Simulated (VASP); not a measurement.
# Tl (Fm-3m) in VASP: further runs

Runs on Tl. Level: PBE. Tasks: single point.

All numbers are computed with VASP 6.6.1; they aren't measurements. Logs are shortened: lines on timing, memory, paths and dates and some standing lists are left out, and cuts for length are marked.

### Step 1. The cell of the first run

Symmetry: Fm-3m, No. 225, cubic system. The conventional cell has a = 4.242 Å, b = 4.242 Å, c = 4.242 Å, α = 90.00°, β = 90.00°, γ = 90.00°. Within 3.9 Å of Tl (site symmetry m-3m) lie 12 Tl at 3.00 Å.

### Step 2. Single point, PBE (volume scaled by 0.9405)

INCAR reads:

```
SYSTEM = Tl
PREC     = Accurate       ! precision mode
ENCUT    = 520            ! plane-wave cutoff, eV
EDIFF    = 1E-7           ! SCF threshold, eV
ISMEAR   = -1             ! smearing method
SIGMA    = 0.05           ! smearing width, eV
LREAL    = .FALSE.        ! projectors in reciprocal space
LASPH    = .TRUE.         ! aspherical terms in the spheres
NELM     = 100            ! most SCF steps
ALGO     = Normal         ! electronic algorithm
ISIF     = 2              ! what is computed and relaxed
LWAVE    = .FALSE.        ! write WAVECAR
LCHARG   = .TRUE.         ! write CHGCAR
GGA      = PE             ! functional
LELF     = .TRUE.         ! ELF
LVHAR    = .TRUE.       
NBANDS   = 12             ! bands
```

KPOINTS reads:

```
regular mesh
0
G
  14 14 14
  0 0 0
```

POSCAR reads:

```
Tl
1.0
    0.0000000000      2.1211798878      2.1211798878
    2.1211798878      0.0000000000      2.1211798878
    2.1211798878      2.1211798878      0.0000000000
Tl
1
Direct
    0.0000000000      0.0000000000      0.0000000000
```

Potentials or basis: VASP PAW PBE potentials, release 64 (Tl_d).

Launch:

```
$ cat potpaw_PBE.64/Tl_d/POTCAR > POTCAR
$ mpirun -np 1 vasp_std > vasp.out
```

OUTCAR:

```text
SYSTEM = Tl
   PREC = Accurate
   ENCUT = 520
   EDIFF = 1E-7
   ISMEAR = -1
   LREAL = .FALSE.
   LASPH = .TRUE.
   NELM = 100
   ISIF = 2
   GGA = PE

 ion  position               nearest neighbor table
   1  0.000  0.000  0.000-

  LATTYP: Found a face centered cubic cell.
 ALAT       =     4.2423597756

  Lattice vectors:

 A1 = (   0.0000000000,   2.1211798878,   2.1211798878)
 A2 = (   2.1211798878,   0.0000000000,   2.1211798878)
 A3 = (   2.1211798878,   2.1211798878,   0.0000000000)

Analysis of symmetry for initial positions (statically):
=====================================================================
 Subroutine PRICEL returns:
 Original cell was already a primitive cell.

 Routine SETGRP: Setting up the symmetry group for a
 face centered cubic supercell.

 Subroutine GETGRP returns: Found 48 space group operations
 (whereof 48 operations were pure point group operations)
 out of a pool of 48 trial point group operations.

The static configuration has the point symmetry O_h .

Analysis of symmetry for dynamics (positions and initial velocities):
=====================================================================
 Subroutine PRICEL returns:
 Original cell was already a primitive cell.

 Routine SETGRP: Setting up the symmetry group for a
 face centered cubic supercell.

 Subroutine GETGRP returns: Found 48 space group operations
 (whereof 48 operations were pure point group operations)
 out of a pool of 48 trial point group operations.

The dynamic configuration has the point symmetry O_h .

 Subroutine INISYM returns: Found 48 space group operations
 (whereof 48 operations are pure point group operations),
 and found     1 'primitive' translations

----------------------------------------------------------------------------------------

                                     Primitive cell

  volume of cell :      19.0881

  direct lattice vectors                    reciprocal lattice vectors
     0.000000000  2.121179888  2.121179888    -0.235717868  0.235717868  0.235717868
     2.121179888  0.000000000  2.121179888     0.235717868 -0.235717868  0.235717868
     2.121179888  2.121179888  0.000000000     0.235717868  0.235717868 -0.235717868

  length of vectors
     2.999801366  2.999801366  2.999801366     0.408275323  0.408275323  0.408275323

  position of ions in fractional coordinates (direct lattice)
     0.000000000  0.000000000  0.000000000

  ion indices of the primitive-cell ions
   primitive index   ion index
                 1           1

----------------------------------------------------------------------------------------

 KPOINTS: regular mesh

Automatic generation of k-mesh.
 Grid dimensions read from file:
 generate k-points for:   14   14   14

 Generating k-lattice:

  Cartesian coordinates                     Fractional coordinates (reciprocal lattice)
    -0.016836991  0.016836991  0.016836991     0.071428571  0.000000000  0.000000000
     0.016836991 -0.016836991  0.016836991     0.000000000  0.071428571  0.000000000
     0.016836991  0.016836991 -0.016836991     0.000000000  0.000000000  0.071428571

  Length of vectors
     0.029162523  0.029162523  0.029162523

  Shift w.r.t. Gamma in fractional coordinates (k-lattice)
     0.000000000  0.000000000  0.000000000

 Subroutine IBZKPT returns following result:
 ===========================================

 Found    104 irreducible k-points:

 Following reciprocal coordinates:
            Coordinates               Weight
  0.000000  0.000000  0.000000      1.000000
  0.071429  0.000000  0.000000      8.000000
  0.142857  0.000000  0.000000      8.000000
  0.214286  0.000000  0.000000      8.000000
  0.285714  0.000000  0.000000      8.000000
  0.357143  0.000000  0.000000      8.000000
[... 16 lines left out ...]
  0.214286  0.142857  0.000000     24.000000
  0.285714  0.142857  0.000000     24.000000
 [... further k-points ...]
   k-points           NKPTS =    104   k-points in BZ     NKDIM =    104   number of bands    NBANDS=     12
   number of dos      NEDOS =    301   number of ions     NIONS =      1
   total plane-waves  NPLWV =  13824
   dimension x,y,z NGX =    24 NGY =   24 NGZ =   24
   dimension x,y,z NGXF=    48 NGYF=   48 NGZF=   48
   ions per type =               1
   NGX,Y,Z   is equivalent  to a cutoff of  13.30, 13.30, 13.30 a.u.
   NGXF,Y,Z  is equivalent  to a cutoff of  26.60, 26.60, 26.60 a.u.
 SYSTEM =  Tl
   PREC   = accura    normal or accurate (medium, high low for compatibility)
   ISTART =      0    job   : 0-new  1-cont  2-samecut
   ICHARG =      2    charge: 1-file 2-atom 10-const
   ISPIN  =      1    spin polarized calculation?
   LNONCOLLINEAR =      F non collinear calculations
   LSORBIT =      F    spin-orbit coupling
   LASPH  =      T    aspherical Exc in radial PAW
   ENCUT  =  520.0 eV  38.22 Ry    6.18 a.u.   5.58  5.58  5.58*2*pi/ulx,y,z
   NELM   =    100;   NELMIN=  2; NELMDL= -5     # of ELM steps
   EDIFF  = 0.1E-06   stopping-criterion for ELM
   LREAL  =      F    real-space projection
   EDIFFG = 0.1E-05   stopping-criterion for IOM
   NSW    =      0    number of steps for IOM
   IBRION =     -1    ionic relax: 0-MD 1-quasi-New 2-CG
   NFREE  =      0    steps in history (QN), initial steepest desc. (CG)
   ISIF   =      2    stress and relaxation
   ISYM   =      2    0-nonsym 1-usesym 2-fastsym
   POTIM  = 0.5000    time-step for ionic-motion
   TEBEG  =    0.0;   TEEND  =   0.0 temperature during run
   PSTRESS=    0.0 pullay stress
   NELECT =      13.0000    total number of electrons
   NUPDOWN=      -1.0000    fix difference up-down
   EMIN   =  10.00;   EMAX   =-10.00  energy-range for DOS
   EFERMI =   0.00;   METHOD = LEGACY
   ISMEAR =    -1;   SIGMA  =   0.05  broadening in eV -4-tet -1-fermi 0-gaus
   EFERMI_NEDOS =   21; number of points for ismear=-14 and -15
   IALGO  =     38    algorithm
   IMIX   =      4    mixing-type and parameters
     AMIX     =   0.40;   BMIX     =  1.00
     AMIX_MAG =   1.60;   BMIX_MAG =  1.00
  volume/ion in A,a.u.               =      19.09       128.81
  Fermi-wavevector in a.u.,A,eV,Ry     =   1.440351  2.721869 28.226811  2.074612
  Thomas-Fermi vector in A             =   2.559105
   LORBIT       =      0    0 simple, 1 ext, 2 COOP (PROOUT), +10 PAW based schemes
   GGA     = PE    functional components
   LHFCALC =     F    Hartree Fock is set to
   AEXX    =    0.0000 exact exchange contribution
   IVDW    =     0    specifies the selected vdW correction
   LEPSILON=     F    determine dielectric tensor
   LRPA    =     F    only Hartree local field effects (RPA)
 non-spin polarized calculation
  energy-cutoff  :      520.00
  volume of cell :       19.09
 maximum number of plane-waves:       533
 NGX is ok and might be reduce to    24
   NGX = 11   NGY = 11   NGZ = 11

 number of electron      13.0000000 magnetization

 Free energy of the ion-electron system (eV)
  ---------------------------------------------------
  ext. energy  EPLUGINS =         0.00000000
  ---------------------------------------------------
  free energy    TOTEN  =        -1.07180268 eV

  energy without entropy =       -1.06781498  energy(sigma->0) =       -1.06980883

 E-fermi :  12.1781     XC(G=0): -12.3776

 val. band max:       12.1736335550   @ k =  -0.4286   0.4286   0.1429
 cond. band min:      12.2014630203   @ k =   0.5000   0.4286   0.0714
 fundamental gap:      0.0278294653
 Fermi energy:        12.1780986912

 k-point     1 :       0.0000    0.0000    0.0000
  band No.  band energies     occupation
      1      -1.6272      2.00000
      2      -0.7004      2.00000
      3      -0.7004      2.00000
      4      -0.7004      2.00000
      5       0.0349      2.00000
      6       0.0349      2.00000
      7      22.9635      0.00000
      8      25.3857      0.00000
      9      25.3857      0.00000
     10      25.3857      0.00000
     11      30.5507      0.00000
     12      31.8074      0.00000

 k-point     2 :       0.0714    0.0000    0.0000
  band No.  band energies     occupation
      1      -1.4784      2.00000
      2      -0.7110      2.00000
      3      -0.6666      2.00000
      4      -0.6666      2.00000
      5       0.0264      2.00000
      6       0.0264      2.00000
      7      22.9030      0.00000
      8      24.1396      0.00000
      9      25.4003      0.00000
     10      25.4003      0.00000
     11      30.3037      0.00000
     12      31.3467      0.00000

 k-point     3 :       0.1429    0.0000    0.0000
  band No.  band energies     occupation
      1      -1.1836      2.00000
      2      -0.5891      2.00000
      3      -0.5891      2.00000
      4      -0.5829      2.00000
      5       0.0226      2.00000
      6       0.0226      2.00000
      7      20.9620      0.00000
      8      23.5896      0.00000
      9      25.3680      0.00000
     10      25.3680      0.00000
     11      28.9974      0.00000
     12      30.4179      0.00000
[... 286 lines left out ...]
 k-point    23 :       0.2143    0.1429    0.0000
  band No.  band energies     occupation
      1      -0.9929      2.00000
      2      -0.7116      2.00000
      3      -0.3960      2.00000
      4      -0.3519      2.00000
      5       0.2094      2.00000
      6       0.2996      2.00000
      7      20.3766      0.00000
      8      22.3455      0.00000
      9      23.1536      0.00000
     10      24.7952      0.00000
     11      25.2783      0.00000
     12      31.2903      0.00000

 k-point    24 :       0.2857    0.1429    0.0000
  band No.  band energies     occupation
      1      -1.1111      2.00000
      2      -0.5481      2.00000
      3      -0.4477      2.00000
      4      -0.3130      2.00000
      5       0.3431      2.00000
      6       1.2178      2.00000
      7      17.3418      0.00000
      8      21.6817      0.00000
      9      23.0319      0.00000
     10      23.5907      0.00000
     11      26.6087      0.00000
     12      31.1979      0.00000

 [... further k-points ...]
[... 5 lines left out ...]
  --------------------------------------------------------------------------------------
  -------------------------------------------------------------------------------------
  Total        6.0399297      6.0399297      6.0399297      0.0000000      0.0000000      0.0000000
  in kB      506.9673252    506.9673252    506.9673252      0.0000000      0.0000000      0.0000000
  external PRESSURE =     506.9673252 kB  Pullay stress =       0.0000000 kB

 VOLUME and BASIS-vectors are now :
 -----------------------------------------------------------------------------
  energy-cutoff  :      520.00
  volume of cell :       19.09
      direct lattice vectors                 reciprocal lattice vectors
     0.000000000  2.121179888  2.121179888    -0.235717868  0.235717868  0.235717868
     2.121179888  0.000000000  2.121179888     0.235717868 -0.235717868  0.235717868
     2.121179888  2.121179888  0.000000000     0.235717868  0.235717868 -0.235717868

 POSITION                                       TOTAL-FORCE (eV/Angst)
 -----------------------------------------------------------------------------------
      0.00000      0.00000      0.00000         0.000000     -0.000000     -0.000000
 -----------------------------------------------------------------------------------
    total drift:                               -0.000000      0.000000     -0.000000

  FREE ENERGIE OF THE ION-ELECTRON SYSTEM (eV)
  ---------------------------------------------------
  free  energy   TOTEN  =        -1.0718026767 eV

  energy  without entropy=       -1.0678149803  energy(sigma->0) =       -1.06980883
```

Run time: 15 s. Hardware: 1 thread of Intel Xeon Platinum 8488C (Sapphire Rapids), shared host; peak memory 0.15 GiB.

Results:

```
Free energy : -1.0718 eV
Pressure    : 50.7 GPa
```

Caveat: spin-orbit coupling is left out, which moves the levels of the heavy elements.

(Part 1 of 2 ends here.)
